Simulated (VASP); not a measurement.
# V (Im-3m) in VASP: a series of runs, part 2 of 2

VASP 6.6.1. Earlier steps stand in the parts before.

## (4) Single point, RPBE, collinear spin, ferromagnetic start (13.22 Å³/atom)

This run uses another cell than the first one, of 13.22 Å³/atom.

File INCAR:

```
ALGO     = Normal         # electronic algorithm
EDIFF    = 1E-6           # SCF threshold, eV
ENCUT    = 520            # plane-wave cutoff, eV
GGA      = RP             # functional
ISIF     = 2              # what is computed and relaxed
ISMEAR   = -1             # smearing method
ISPIN    = 2              # spin polarisation
LASPH    = True           # aspherical terms in the spheres
LCHARG   = False          # write CHGCAR
LMAXMIX  = 4              # l up to which the mixer works
LORBIT   = 11             # projections on sites
LREAL    = False          # projectors in reciprocal space
LWAVE    = False          # write WAVECAR
MAGMOM   = 1              # initial moments
NBANDS   = 16             # bands
NELM     = 150            # most SCF steps
PREC     = Accurate       # precision mode
SIGMA    = 0.05           # smearing width, eV
```

File KPOINTS:

```
k-points
0
Gamma
  24 24 24
```

File POSCAR:

```
V
1.0
   -1.4896880148      1.4896880148      1.4896880148
    1.4896880148     -1.4896880148      1.4896880148
    1.4896880148      1.4896880148     -1.4896880148
V
1
Direct
    0.0000000000      0.0000000000      0.0000000000
```

Potentials or basis: VASP PAW PBE potentials, release 64 (V_sv).

The run is started by

```sh
$ cat potpaw_PBE.64/V_sv/POTCAR > POTCAR
$ mpirun -np 1 vasp_std > vasp.out
```

OUTCAR:

```text
EDIFF = 1E-6
   ENCUT = 520
   GGA = RP
   ISIF = 2
   ISMEAR = -1
   ISPIN = 2
   LASPH = True
   LORBIT = 11
   LREAL = False
   NELM = 150
   PREC = Accurate

 ion  position               nearest neighbor table
   1  0.000  0.000  0.000-

  LATTYP: Found a body centered cubic cell.
 ALAT       =     2.9793760296

  Lattice vectors:

 A1 = (  -1.4896880148,   1.4896880148,   1.4896880148)
 A2 = (   1.4896880148,  -1.4896880148,   1.4896880148)
 A3 = (   1.4896880148,   1.4896880148,  -1.4896880148)

Analysis of symmetry for initial positions (statically):
=====================================================================
 Subroutine PRICEL returns:
 Original cell was already a primitive cell.

 Routine SETGRP: Setting up the symmetry group for a
 body centered cubic supercell.

 Subroutine GETGRP returns: Found 48 space group operations
 (whereof 48 operations were pure point group operations)
 out of a pool of 48 trial point group operations.

The static configuration has the point symmetry O_h .

Analysis of symmetry for dynamics (positions and initial velocities):
=====================================================================
 Subroutine PRICEL returns:
 Original cell was already a primitive cell.

 Routine SETGRP: Setting up the symmetry group for a
 body centered cubic supercell.

 Subroutine GETGRP returns: Found 48 space group operations
 (whereof 48 operations were pure point group operations)
 out of a pool of 48 trial point group operations.

The dynamic configuration has the point symmetry O_h .

Analysis of structural, dynamic, and magnetic symmetry:
=====================================================================
 Subroutine PRICEL returns:
 Original cell was already a primitive cell.

 Routine SETGRP: Setting up the symmetry group for a
 body centered cubic supercell.

 Subroutine GETGRP returns: Found 48 space group operations
[... 132 lines left out ...]
 spin polarized calculation
  energy-cutoff  :      520.00
  volume of cell :       13.22
 maximum number of plane-waves:       372
   NGX =  9   NGY =  9   NGZ =  9

 number of electron      12.9999993 magnetization       0.0000865

 Free energy of the ion-electron system (eV)
  ---------------------------------------------------
  ext. energy  EPLUGINS =         0.00000000
  ---------------------------------------------------
  free energy    TOTEN  =        -8.50183347 eV

  energy without entropy =       -8.48734374  energy(sigma->0) =       -8.49458860

 E-fermi :  10.0515     XC(G=0): -12.8868

 val. band max:       10.0454587995   @ k =  -0.2083   0.2500   0.0417
 cond. band min:      10.0583689576   @ k =  -0.2500   0.2500   0.1250
 fundamental gap:      0.0129101580
 Fermi energy:        10.0515022735

 spin component 1

 k-point     1 :       0.0000    0.0000    0.0000
  band No.  band energies     occupation
      1     -53.7871      1.00000
      2     -26.9886      1.00000
      3     -26.9886      1.00000
      4     -26.9886      1.00000
      5       3.4139      1.00000
      6      10.4723      0.00022
[... 435 lines left out ...]
      5       6.8597      1.00000
      6       8.9050      1.00000
[... 8 lines left out ...]
     15      37.4542      0.00000
     16      39.2885      0.00000

 [... further k-points ...]

 spin component 2

 k-point     1 :       0.0000    0.0000    0.0000
  band No.  band energies     occupation
      1     -53.7870      1.00000
      2     -26.9886      1.00000
      3     -26.9886      1.00000
      4     -26.9886      1.00000
      5       3.4140      1.00000
      6      10.4724      0.00022
[... 435 lines left out ...]
      5       6.8597      1.00000
      6       8.9051      1.00000
[... 8 lines left out ...]
     15      37.4542      0.00000
     16      39.2886      0.00000

 [... further k-points ...]

------------------------ aborting loop because EDIFF is reached ----------------------------------------

  FORCE on cell =-STRESS in cart. coord.  units (eV):
  Direction    XX          YY          ZZ          XY          YZ          ZX
  --------------------------------------------------------------------------------------
  -------------------------------------------------------------------------------------
  Total        0.6639304      0.6639304      0.6639304      0.0000000      0.0000000      0.0000000
  in kB       80.4428031     80.4428031     80.4428031      0.0000000      0.0000000      0.0000000
  external PRESSURE =      80.4428031 kB  Pullay stress =       0.0000000 kB

 VOLUME and BASIS-vectors are now :
 -----------------------------------------------------------------------------
  energy-cutoff  :      520.00
  volume of cell :       13.22
      direct lattice vectors                 reciprocal lattice vectors
    -1.489688015  1.489688015  1.489688015     0.000000000  0.335640748  0.335640748
     1.489688015 -1.489688015  1.489688015     0.335640748  0.000000000  0.335640748
     1.489688015  1.489688015 -1.489688015     0.335640748  0.335640748  0.000000000

 POSITION                                       TOTAL-FORCE (eV/Angst)
 -----------------------------------------------------------------------------------
      0.00000      0.00000      0.00000        -0.000000      0.000000     -0.000000
 -----------------------------------------------------------------------------------
    total drift:                                0.000000     -0.000000      0.000000

  FREE ENERGIE OF THE ION-ELECTRON SYSTEM (eV)
  ---------------------------------------------------
  free  energy   TOTEN  =        -8.5018334690 eV

  energy  without entropy=       -8.4873437375  energy(sigma->0) =       -8.49458860

 total charge

# of ion       s       p       d       tot
------------------------------------------
    1        2.345   6.229   3.101  11.675

 magnetization (x)

# of ion       s       p       d       tot
------------------------------------------
    1       -0.000   0.000   0.000   0.000
```

OSZICAR:

```text
N       E                     dE             d eps       ncg     rms          rms(c)
DAV:   1     0.920730370207E+02    0.92073E+02   -0.67490E+03 26760   0.933E+02
DAV:   2    -0.814901753702E+01   -0.10022E+03   -0.96140E+02 29032   0.271E+02
DAV:   3    -0.965478322144E+01   -0.15058E+01   -0.15039E+01 30000   0.362E+01
DAV:   4    -0.966055925959E+01   -0.57760E-02   -0.57760E-02 31512   0.235E+00
DAV:   5    -0.966060856896E+01   -0.49309E-04   -0.49311E-04 30376   0.202E-01    0.187E+01
DAV:   6    -0.850911505831E+01    0.11515E+01   -0.14418E+00 27024   0.212E+01    0.223E+00
DAV:   7    -0.850446675620E+01    0.46483E-02   -0.43322E-02 30448   0.207E+00    0.143E+00
DAV:   8    -0.850222621297E+01    0.22405E-02   -0.38691E-03 28416   0.748E-01    0.934E-01
DAV:   9    -0.850155788437E+01    0.66833E-03   -0.13754E-03 30104   0.409E-01    0.135E-01
DAV:  10    -0.850182388150E+01   -0.26600E-03   -0.38884E-04 29192   0.195E-01    0.328E-02
DAV:  11    -0.850183094771E+01   -0.70662E-05   -0.33077E-05 30680   0.564E-02    0.147E-02
DAV:  12    -0.850183342649E+01   -0.24788E-05   -0.46071E-06 27968   0.241E-02    0.431E-03
DAV:  13    -0.850183346901E+01   -0.42522E-07   -0.11593E-07 15216   0.322E-03
   1 F= -.85018335E+01 E0= -.84945886E+01  d E =-.144897E-01  mag=     0.0000
```

stdout:

```text
POSCAR found type information on POSCAR V
 POSCAR found :  1 types and       1 ions
 scaLAPACK will be used
 -----------------------------------------------------------------------------
|                                                                             |
|                                                                             |
|     You enforced a specific xc type in the INCAR file but a different       |
|     I HOPE YOU KNOW WHAT YOU ARE DOING!                                     |
|                                                                             |
 -----------------------------------------------------------------------------

 LDA part: xc-table for (Slater+PW92), standard interpolation
 POSCAR, INCAR and KPOINTS ok, starting setup
 FFT: planning ... GRIDC
 FFT: planning ... GRID_SOFT
 FFT: planning ... GRID
 WAVECAR not read
 entering main loop
```

Wall time 2.8 min (1 thread of Intel Xeon 8259CL, shared host); peak memory 0.24 GiB.

What came out:

| Property | Result |
| --- | --- |
| Free energy | -8.5018 eV |
| Pressure | 8.0 GPa |
| Net moment | 0.00 μB per cell |
| Valence electrons inside the program's atomic spheres | V 11.68 |

Levels at points of the mesh, in eV from the Fermi level:
Spin up:
```tsv
k point	band 4	band 5	band 6	band 7	band 8	band 9	band 10	band 11
(0.00, 0.00, 0.00)	-37.04	-6.64	0.42	0.42	0.42	2.48	2.48	20.61
(0.50, 0.00, 0.00)	-37.05	-3.24	-1.16	1.68	2.48	2.85	4.21	10.40
(0.50, 0.50, 0.50)	-37.68	-3.08	-3.08	3.80	3.80	3.80	10.38	10.38
```
Spin down:
```
           k point  band 4  band 5  band 6  band 7  band 8  band 9  band 10  band 11
(0.00, 0.00, 0.00)  -37.04   -6.64    0.42    0.42    0.42    2.48     2.48    20.61
(0.50, 0.00, 0.00)  -37.05   -3.24   -1.16    1.68    2.49    2.85     4.21    10.40
(0.50, 0.50, 0.50)  -37.68   -3.08   -3.08    3.80    3.80    3.80    10.38    10.38
```

Caveat: the cell stands under pressure; the moments typed at the start vanished in this run; the PAW data sets were made with another functional, which shifts forces and pressure a little.

## (5) Single point, RPBE, collinear spin, ferromagnetic start

This run uses another cell than the first one, of 13.77 Å³/atom.

File INCAR:

```
SYSTEM = V
PREC = Accurate
ENCUT = 520
EDIFF = 1E-7
ISMEAR = -1
SIGMA = 0.05
LREAL = .False.
LASPH = .True.
NELM = 150
ALGO = Normal
ISIF = 2
LWAVE = .False.
LCHARG = .True.
ISPIN = 2
MAGMOM = 1
LORBIT = 11
LMAXMIX = 4
GGA = RP
LELF = .True.
LVHAR = .True.
NBANDS = 16
```

File KPOINTS:

```
regular mesh
0
Gamma
  24 24 24
  0 0 0
```

File POSCAR:

```
V
1.0
   -1.5100972361      1.5100972361      1.5100972361
    1.5100972361     -1.5100972361      1.5100972361
    1.5100972361      1.5100972361     -1.5100972361
V
1
Direct
    0.0000000000      0.0000000000      0.0000000000
```

The run is started by

```sh
$ cat potpaw_PBE.64/V_sv/POTCAR > POTCAR
$ mpirun -np 1 vasp_std > vasp.out
```

Run time: 4.1 min. Hardware: 1 thread of Intel Xeon 8259CL, shared host; peak memory 0.24 GiB.

Results (log left out):

* Free energy: -8.5161 eV
* Pressure: 0.4 GPa
* Net moment: 0.00 μB per cell
* Valence electrons inside the program's atomic spheres: V 11.60

Levels at points of the mesh, in eV from the Fermi level:
Spin up:
| k point | band 3 | band 4 | band 5 | band 6 | band 7 | band 8 | band 9 | band 10 | band 11 | band 12 |
| --- | --- | --- | --- | --- | --- | --- | --- | --- | --- | --- |
| (0.00, 0.00, 0.00) | -37.16 | -37.16 | -6.55 | 0.41 | 0.41 | 0.41 | 2.37 | 2.37 | 20.29 | 20.29 |
| (0.50, 0.00, 0.00) | -37.42 | -37.16 | -3.10 | -1.08 | 1.53 | 2.36 | 2.71 | 3.99 | 9.89 | 15.70 |
| (0.50, 0.50, 0.50) | -37.73 | -37.73 | -2.89 | -2.89 | 3.61 | 3.61 | 3.61 | 10.00 | 10.00 | 10.00 |
Spin down:
```
           k point  band 3  band 4  band 5  band 6  band 7  band 8  band 9  band 10  band 11  band 12
(0.00, 0.00, 0.00)  -37.16  -37.16   -6.55    0.41    0.41    0.41    2.37     2.37    20.29    20.29
(0.50, 0.00, 0.00)  -37.42  -37.16   -3.10   -1.08    1.53    2.36    2.71     3.99     9.89    15.70
(0.50, 0.50, 0.50)  -37.73  -37.73   -2.89   -2.89    3.61    3.61    3.61    10.00    10.00    10.00
```

Caveat: the moments typed at the start vanished in this run; the PAW data sets were made with another functional, which shifts forces and pressure a little.

## (6) Overview

```tsv
cell	gap on the mesh (eV)	pressure (GPa)	moment (μB)
a = 2.506 Å, angles 109.5°, 1 atom	none	28.7	0.00
a = 2.544 Å, angles 109.5°, 1 atom	none	17.3	0.00
a = 2.580 Å, angles 109.5°, 1 atom	none	8.0	0.00
a = 2.616 Å, angles 109.5°, 1 atom	none	0.4	0.00
```

Alike in all rows: task single point; level RPBE; potentials or basis VASP PAW PBE potentials, release 64 (V_sv); spin collinear, ferromagnetic start; k mesh 24 × 24 × 24; cutoff (eV) 520; smearing fermi-dirac 0.05 eV.

Caveats: the moments typed at the start vanished in this run; the PAW data sets were made with another functional, which shifts forces and pressure a little; the cell stands under pressure (at least some runs).

Absolute energies hang on the potentials; compare differences alone.
